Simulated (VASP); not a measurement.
# Y4F3 (P-42m) in VASP: a series of runs

Runs on Y4F3. Level: PBE. Tasks: single point.

All numbers are computed with VASP 6.6.1; they aren't measurements. Logs are shortened: lines on timing, memory, paths and dates and some standing lists are left out, and cuts for length are marked.

## Step 1: The cell of the first run

It takes space group P-42m (No. 111, tetragonal). Conventional cell: a = 5.409 Å, b = 5.409 Å, c = 5.333 Å, α = 90.00°, β = 90.00°, γ = 90.00°. Y (site symmetry m) has 3 F at 2.31 to 2.37 Å within 3.1 Å. F (site symmetry -42m) has 4 Y at 2.37 Å and 2 F at 2.67 Å within 3.1 Å. F (site symmetry -42m) has 4 Y at 2.35 Å and 2 F at 2.67 Å within 3.1 Å. F (site symmetry -42m) has 4 Y at 2.31 Å within 3.1 Å.

The cell was generated, and may not be a known phase.

## Step 2: Single point, PBE

Contents of INCAR:

```
SYSTEM = Y4F3
PREC = Accurate ; ENCUT = 520
EDIFF = 1E-6 ; ISMEAR = 0
SIGMA = 0.1 ; LREAL = .False.
LASPH = .True. ; NELM = 80
ALGO = Normal ; ISIF = 2
LWAVE = .False. ; LCHARG = .True.
GGA = PE ; LELF = .True.
LVHAR = .True. ; NBANDS = 42
```

Contents of KPOINTS:

```
regular mesh
0
Gamma
  6 6 6
  0 0 0
```

Contents of POSCAR:

```
Y4F3
1.0
    5.4092047721      0.0000000000      0.0000000000
    0.0000000000      5.4092047721      0.0000000000
    0.0000000000      0.0000000000      5.3327701954
Y F
4 3
Direct
    0.2543043734      0.2543043734      0.2526939020
    0.7456956266      0.7456956266      0.2526939020
    0.7456956266      0.2543043734      0.7473060980
    0.2543043734      0.7456956266      0.7473060980
    0.0000000000      0.0000000000      0.0000000000
    0.0000000000      0.0000000000      0.5000000000
    0.5000000000      0.5000000000      0.0000000000
```

Potentials or basis: VASP PAW PBE potentials, release 64 (Y_sv, F).

Launch:

```
> cat potpaw_PBE.64/Y_sv/POTCAR potpaw_PBE.64/F/POTCAR > POTCAR
> mpirun -np 1 vasp_std > vasp.out
```

OUTCAR:

```text
SYSTEM = Y4F3
   PREC = Accurate
   ENCUT = 520
   EDIFF = 1E-6
   ISMEAR = 0
   LREAL = .False.
   LASPH = .True.
   NELM = 80
   ISIF = 2
   GGA = PE

 ion  position               nearest neighbor table
   1  0.254  0.254  0.253-   7 2.31   6 2.35   5 2.37   4 3.74   3 3.74   2 3.76   3 3.79   4 3.79
                             4 3.81   3 3.81   2 3.83   2 3.83   4 3.85   3 3.85   2 3.89
   2  0.746  0.746  0.253-   7 2.31   6 2.35   5 2.37   4 3.74   3 3.74   1 3.76   3 3.79   4 3.79
                             4 3.81   3 3.81   1 3.83   1 3.83   4 3.85   3 3.85   1 3.89
   3  0.746  0.254  0.747-   7 2.31   6 2.35   5 2.37   2 3.74   1 3.74   4 3.76   1 3.79   2 3.79
                             1 3.81   2 3.81   4 3.83   4 3.83   1 3.85   2 3.85   4 3.89
   4  0.254  0.746  0.747-   7 2.31   6 2.35   5 2.37   2 3.74   1 3.74   3 3.76   1 3.79   2 3.79
                             1 3.81   2 3.81   3 3.83   3 3.83   1 3.85   2 3.85   3 3.89
   5  0.000  0.000  0.000-   1 2.37   2 2.37   3 2.37   4 2.37
   6  0.000  0.000  0.500-   1 2.35   2 2.35   3 2.35   4 2.35
   7  0.500  0.500  0.000-   1 2.31   2 2.31   3 2.31   4 2.31

  LATTYP: Found a simple tetragonal cell.
 ALAT       =     5.4092047721
 C/A-ratio  =     0.9858695354

  Lattice vectors:

 A1 = (   5.4092047721,   0.0000000000,   0.0000000000)
 A2 = (   0.0000000000,   5.4092047721,   0.0000000000)
 A3 = (   0.0000000000,   0.0000000000,   5.3327701954)

Analysis of symmetry for initial positions (statically):
=====================================================================
 Subroutine PRICEL returns:
 Original cell was already a primitive cell.

 Routine SETGRP: Setting up the symmetry group for a
 simple tetragonal supercell.

 Subroutine GETGRP returns: Found  8 space group operations
 (whereof  8 operations were pure point group operations)
 out of a pool of 16 trial point group operations.

The static configuration has the point symmetry D_2d.

Analysis of symmetry for dynamics (positions and initial velocities):
=====================================================================
 Subroutine PRICEL returns:
 Original cell was already a primitive cell.

 Routine SETGRP: Setting up the symmetry group for a
 simple tetragonal supercell.

 Subroutine GETGRP returns: Found  8 space group operations
 (whereof  8 operations were pure point group operations)
 out of a pool of 16 trial point group operations.

The dynamic configuration has the point symmetry D_2d.

 Subroutine INISYM returns: Found  8 space group operations
 (whereof  8 operations are pure point group operations),
 and found     1 'primitive' translations

----------------------------------------------------------------------------------------

                                     Primitive cell

  volume of cell :     156.0342

  direct lattice vectors                    reciprocal lattice vectors
     5.409204772  0.000000000  0.000000000     0.184870058  0.000000000  0.000000000
     0.000000000  5.409204772  0.000000000     0.000000000  0.184870058  0.000000000
     0.000000000  0.000000000  5.332770195     0.000000000  0.000000000  0.187519800

  length of vectors
     5.409204772  5.409204772  5.332770195     0.184870058  0.184870058  0.187519800

  position of ions in fractional coordinates (direct lattice)
     0.254304373  0.254304373  0.252693902
     0.745695627  0.745695627  0.252693902
     0.745695627  0.254304373  0.747306098
     0.254304373  0.745695627  0.747306098
     0.000000000  0.000000000  0.000000000
     0.000000000  0.000000000  0.500000000
     0.500000000  0.500000000  0.000000000

  ion indices of the primitive-cell ions
   primitive index   ion index
                 1           1
                 2           2
                 3           3
                 4           4
                 5           5
                 6           6
                 7           7

----------------------------------------------------------------------------------------

 KPOINTS: regular mesh

Automatic generation of k-mesh.
 Grid dimensions read from file:
 generate k-points for:    6    6    6

 Generating k-lattice:

  Cartesian coordinates                     Fractional coordinates (reciprocal lattice)
     0.030811676  0.000000000  0.000000000     0.166666667  0.000000000  0.000000000
     0.000000000  0.030811676  0.000000000     0.000000000  0.166666667  0.000000000
     0.000000000  0.000000000  0.031253300     0.000000000  0.000000000  0.166666667

  Length of vectors
     0.030811676  0.030811676  0.031253300

  Shift w.r.t. Gamma in fractional coordinates (k-lattice)
     0.000000000  0.000000000  0.000000000

 Subroutine IBZKPT returns following result:
 ===========================================

 Found     40 irreducible k-points:

 Following reciprocal coordinates:
            Coordinates               Weight
  0.000000  0.000000  0.000000      1.000000
  0.166667  0.000000  0.000000      4.000000
  0.333333  0.000000  0.000000      4.000000
  0.500000  0.000000  0.000000      2.000000
  0.166667  0.166667  0.000000      4.000000
  0.333333  0.166667  0.000000      8.000000
[... 16 lines left out ...]
  0.333333  0.000000  0.333333      8.000000
  0.500000  0.000000  0.333333      4.000000
 [... further k-points ...]
   k-points           NKPTS =     40   k-points in BZ     NKDIM =     40   number of bands    NBANDS=     42
   number of dos      NEDOS =    301   number of ions     NIONS =      7
   total plane-waves  NPLWV =  64000
   dimension x,y,z NGX =    40 NGY =   40 NGZ =   40
   dimension x,y,z NGXF=    80 NGYF=   80 NGZF=   80
   ions per type =               4   3
   NGX,Y,Z   is equivalent  to a cutoff of  12.29, 12.29, 12.47 a.u.
   NGXF,Y,Z  is equivalent  to a cutoff of  24.59, 24.59, 24.94 a.u.
 SYSTEM =  Y4F3
   PREC   = accura    normal or accurate (medium, high low for compatibility)
   ISTART =      0    job   : 0-new  1-cont  2-samecut
   ICHARG =      2    charge: 1-file 2-atom 10-const
   ISPIN  =      1    spin polarized calculation?
   LNONCOLLINEAR =      F non collinear calculations
   LSORBIT =      F    spin-orbit coupling
   LASPH  =      T    aspherical Exc in radial PAW
   ENCUT  =  520.0 eV  38.22 Ry    6.18 a.u.  10.06 10.06  9.92*2*pi/ulx,y,z
   NELM   =     80;   NELMIN=  2; NELMDL= -5     # of ELM steps
   EDIFF  = 0.1E-05   stopping-criterion for ELM
   LREAL  =      F    real-space projection
   EDIFFG = 0.1E-04   stopping-criterion for IOM
   NSW    =      0    number of steps for IOM
   IBRION =     -1    ionic relax: 0-MD 1-quasi-New 2-CG
   NFREE  =      0    steps in history (QN), initial steepest desc. (CG)
   ISIF   =      2    stress and relaxation
   ISYM   =      2    0-nonsym 1-usesym 2-fastsym
   POTIM  = 0.5000    time-step for ionic-motion
   TEBEG  =    0.0;   TEEND  =   0.0 temperature during run
   PSTRESS=    0.0 pullay stress
   NELECT =      65.0000    total number of electrons
   NUPDOWN=      -1.0000    fix difference up-down
   EMIN   =  10.00;   EMAX   =-10.00  energy-range for DOS
   EFERMI =   0.00;   METHOD = LEGACY
   ISMEAR =     0;   SIGMA  =   0.10  broadening in eV -4-tet -1-fermi 0-gaus
   EFERMI_NEDOS =   21; number of points for ismear=-14 and -15
   IALGO  =     38    algorithm
   IMIX   =      4    mixing-type and parameters
     AMIX     =   0.40;   BMIX     =  1.00
     AMIX_MAG =   1.60;   BMIX_MAG =  1.00
  volume/ion in A,a.u.               =      22.29       150.42
  Fermi-wavevector in a.u.,A,eV,Ry     =   1.222661  2.310494 20.339347  1.494900
  Thomas-Fermi vector in A             =   2.357800
   LORBIT       =      0    0 simple, 1 ext, 2 COOP (PROOUT), +10 PAW based schemes
   GGA     = PE    functional components
   LHFCALC =     F    Hartree Fock is set to
   AEXX    =    0.0000 exact exchange contribution
   IVDW    =     0    specifies the selected vdW correction
   LEPSILON=     F    determine dielectric tensor
   LRPA    =     F    only Hartree local field effects (RPA)
 non-spin polarized calculation
 Gauss-broadening in eV      SIGMA  =   0.10
  energy-cutoff  :      520.00
  volume of cell :      156.03
 maximum number of plane-waves:      4226
   NGX = 21   NGY = 21   NGZ = 19

 number of electron      64.9999963 magnetization

 Free energy of the ion-electron system (eV)
  ---------------------------------------------------
  ext. energy  EPLUGINS =         0.00000000
  ---------------------------------------------------
  free energy    TOTEN  =       -46.47029040 eV

  energy without entropy =      -46.43719732  energy(sigma->0) =      -46.45374386

 E-fermi :   3.7585     XC(G=0):  -9.5382

 val. band max:        3.7580903642   @ k =   0.5000   0.1667   0.0000
 cond. band min:       3.7593782565   @ k =   0.5000   0.0000   0.1667
 fundamental gap:      0.0012878923
 Fermi energy:         3.7584832376

 k-point     1 :       0.0000    0.0000    0.0000
  band No.  band energies     occupation
      1     -39.7397      2.00000
      2     -39.6870      2.00000
      3     -39.6870      2.00000
      4     -39.6852      2.00000
      5     -23.8605      2.00000
      6     -23.2062      2.00000
[... 34 lines left out ...]
     41       6.7205      0.00000
     42       6.7406      0.00000

 k-point     2 :       0.1667    0.0000    0.0000
  band No.  band energies     occupation
      1     -39.7362      2.00000
      2     -39.6905      2.00000
      3     -39.6868      2.00000
      4     -39.6853      2.00000
      5     -23.8242      2.00000
      6     -23.2544      2.00000
[... 34 lines left out ...]
     41       6.6695      0.00000
     42       6.9537      0.00000

 k-point     3 :       0.3333    0.0000    0.0000
  band No.  band energies     occupation
      1     -39.7266      2.00000
      2     -39.7002      2.00000
      3     -39.6865      2.00000
      4     -39.6856      2.00000
      5     -23.7225      2.00000
      6     -23.3822      2.00000
[... 34 lines left out ...]
     41       6.6938      0.00000
     42       6.8461      0.00000

 k-point     4 :       0.5000    0.0000    0.0000
  band No.  band energies     occupation
      1     -39.7141      2.00000
      2     -39.7127      2.00000
      3     -39.6860      2.00000
      4     -39.6860      2.00000
      5     -23.6143      2.00000
      6     -23.5040      2.00000
[... 844 lines left out ...]
     41       6.6085      0.00000
     42       6.8028      0.00000

 k-point    23 :       0.3333    0.0000    0.3333
  band No.  band energies     occupation
      1     -39.7164      2.00000
      2     -39.6976      2.00000
      3     -39.6949      2.00000
      4     -39.6898      2.00000
      5     -23.6515      2.00000
      6     -23.3837      2.00000
[... 34 lines left out ...]
     41       6.3858      0.00000
     42       6.8604      0.00000

 k-point    24 :       0.5000    0.0000    0.3333
  band No.  band energies     occupation
      1     -39.7074      2.00000
      2     -39.7061      2.00000
      3     -39.6926      2.00000
      4     -39.6926      2.00000
      5     -23.6154      2.00000
      6     -23.4241      2.00000
[... 34 lines left out ...]
     41       6.3370      0.00000
     42       6.6655      0.00000

 [... further k-points ...]

------------------------ aborting loop because EDIFF is reached ----------------------------------------

  FORCE on cell =-STRESS in cart. coord.  units (eV):
  Direction    XX          YY          ZZ          XY          YZ          ZX
  --------------------------------------------------------------------------------------
  -------------------------------------------------------------------------------------
  Total       -0.1310976     -0.1310976     -0.0777266      0.0000000      0.0000000     -0.0000000
  in kB       -1.3461254     -1.3461254     -0.7981061      0.0000000      0.0000000     -0.0000000
  external PRESSURE =      -1.1634523 kB  Pullay stress =       0.0000000 kB

 VOLUME and BASIS-vectors are now :
 -----------------------------------------------------------------------------
  energy-cutoff  :      520.00
  volume of cell :      156.03
      direct lattice vectors                 reciprocal lattice vectors
     5.409204772  0.000000000  0.000000000     0.184870058  0.000000000  0.000000000
     0.000000000  5.409204772  0.000000000     0.000000000  0.184870058  0.000000000
     0.000000000  0.000000000  5.332770195     0.000000000  0.000000000  0.187519800

 POSITION                                       TOTAL-FORCE (eV/Angst)
 -----------------------------------------------------------------------------------
      1.37558      1.37558      1.34756        -0.000753     -0.000753     -0.001949
      4.03362      4.03362      1.34756         0.000753      0.000753     -0.001949
      4.03362      1.37558      3.98521         0.000753     -0.000753      0.001949
      1.37558      4.03362      3.98521        -0.000753      0.000753      0.001949
      0.00000      0.00000      0.00000        -0.000000      0.000000      0.000000
      0.00000      0.00000      2.66639        -0.000000      0.000000      0.000000
      2.70460      2.70460      0.00000         0.000000      0.000000      0.000000
 -----------------------------------------------------------------------------------
    total drift:                                0.000000      0.000000      0.000000

  FREE ENERGIE OF THE ION-ELECTRON SYSTEM (eV)
  ---------------------------------------------------
  free  energy   TOTEN  =       -46.4702904032 eV

  energy  without entropy=      -46.4371973189  energy(sigma->0) =      -46.45374386
```

It took 2.8 min on 1 thread of AMD EPYC 9R45 (Zen 5), shared host; peak memory 0.34 GiB.

Results:

```
Free energy            : -46.4703 eV
Pressure               : -0.1 GPa
Band gap on the k mesh : zero (an odd number of electrons rules out a gap without spin polarisation)
```

Forces on the atoms (eV/Å):
```
Y   -0.001 -0.001 -0.002
Y    0.001  0.001 -0.002
Y    0.001 -0.001  0.002
Y   -0.001  0.001  0.002
F    0.000  0.000  0.000
F    0.000  0.000  0.000
F    0.000  0.000  0.000
```

Levels at points of the mesh, in eV from the Fermi level:
```
           k point  band 28  band 29  band 30  band 31  band 32  band 33  band 34  band 35  band 36  band 37
(0.00, 0.00, 0.00)    -7.23    -3.65    -0.98    -0.94    -0.64    -0.64    -0.29     1.08     2.53     2.53
(0.50, 0.00, 0.00)    -7.21    -2.07    -1.95    -0.23    -0.17    -0.10     0.14     0.44     0.96     1.44
(0.50, 0.50, 0.00)    -7.26    -1.43    -1.43    -1.14     0.34     0.44     0.44     0.85     0.85     1.37
(0.00, 0.00, 0.50)    -8.03    -2.28    -1.98    -0.24    -0.11    -0.07    -0.07     0.30     1.20     1.85
(0.50, 0.00, 0.50)    -8.02    -1.49    -1.11    -0.89    -0.87     0.32     0.47     0.80     0.90     1.51
(0.50, 0.50, 0.50)    -8.00    -1.63    -1.63    -0.82     0.56     0.56     0.85     1.04     1.36     1.74
```

Caveat: an odd number of electrons without spin polarisation forces a metal; a magnetic or distorted state may lie lower.

## Step 3: Single point, PBE (24.52 Å³/atom)

This run uses another cell than the first one, of 24.52 Å³/atom.

Contents of INCAR:

```
PREC = Accurate
ENCUT = 520
EDIFF = 1E-7
ISMEAR = 0
SIGMA = 0.1
LREAL = F
LASPH = T
NELM = 60
ALGO = Normal
ISIF = 2
LWAVE = F
LCHARG = F
GGA = PE
NBANDS = 42
```

Contents of KPOINTS:

```
regular mesh
0
Gamma
  6 6 6
```

Contents of POSCAR:

```
Y4F3
1.0
    5.5864876828      0.0000000000      0.0000000000
    0.0000000000      5.5864876828      0.0000000000
    0.0000000000      0.0000000000      5.4996456491
Y F
4 3
Direct
    0.2526217109      0.2526217109      0.2483679169
    0.7473782891      0.7473782891      0.2483679169
    0.7473782891      0.2526217109      0.7516320831
    0.2526217109      0.7473782891      0.7516320831
    0.0000000000      0.0000000000      0.0000000000
    0.0000000000      0.0000000000      0.5000000000
    0.5000000000      0.5000000000      0.0000000000
```

Potentials or basis: VASP PAW PBE potentials, release 64 (Y_sv, F).

Launch:

```
> cat potpaw_PBE.64/Y_sv/POTCAR potpaw_PBE.64/F/POTCAR > POTCAR
> mpirun -np 1 vasp_std > vasp.out
```

It took 3.9 min on 1 thread of AMD EPYC 9R45 (Zen 5), shared host; peak memory 0.36 GiB.

The run converged. Its results:

```yaml
Free_energy: -46.2073 eV
Pressure: -5.1 GPa
Largest_force: 0.008 eV/Å
Band_gap_on_the_k_mesh: zero (an odd number of electrons rules out a gap without spin polarisation)
```

Forces in eV/Å, atoms in the order of the input:
```
Y    0.005  0.005  0.003
Y   -0.005 -0.005  0.003
Y   -0.005  0.005 -0.003
Y    0.005 -0.005 -0.003
F    0.000  0.000  0.000
F    0.000  0.000  0.000
F    0.000  0.000  0.000
```

Levels at points of the mesh, in eV from the Fermi level:
| k point | band 29 | band 30 | band 31 | band 32 | band 33 | band 34 | band 35 | band 36 |
| --- | --- | --- | --- | --- | --- | --- | --- | --- |
| (0.00, 0.00, 0.00) | -3.53 | -0.85 | -0.81 | -0.57 | -0.57 | -0.24 | 0.87 | 2.25 |
| (0.50, 0.00, 0.00) | -2.07 | -1.94 | -0.20 | -0.17 | -0.05 | 0.11 | 0.45 | 0.95 |
| (0.50, 0.50, 0.00) | -1.42 | -1.42 | -1.14 | 0.29 | 0.37 | 0.37 | 0.82 | 0.82 |
| (0.00, 0.00, 0.50) | -2.22 | -1.96 | -0.27 | -0.10 | -0.03 | -0.03 | 0.33 | 1.18 |
| (0.50, 0.00, 0.50) | -1.47 | -1.10 | -0.92 | -0.91 | 0.33 | 0.47 | 0.76 | 0.87 |
| (0.50, 0.50, 0.50) | -1.54 | -1.54 | -0.81 | 0.42 | 0.42 | 0.80 | 0.94 | 1.26 |

Caveat: the cell stands under tension; an odd number of electrons without spin polarisation forces a metal; a magnetic or distorted state may lie lower.
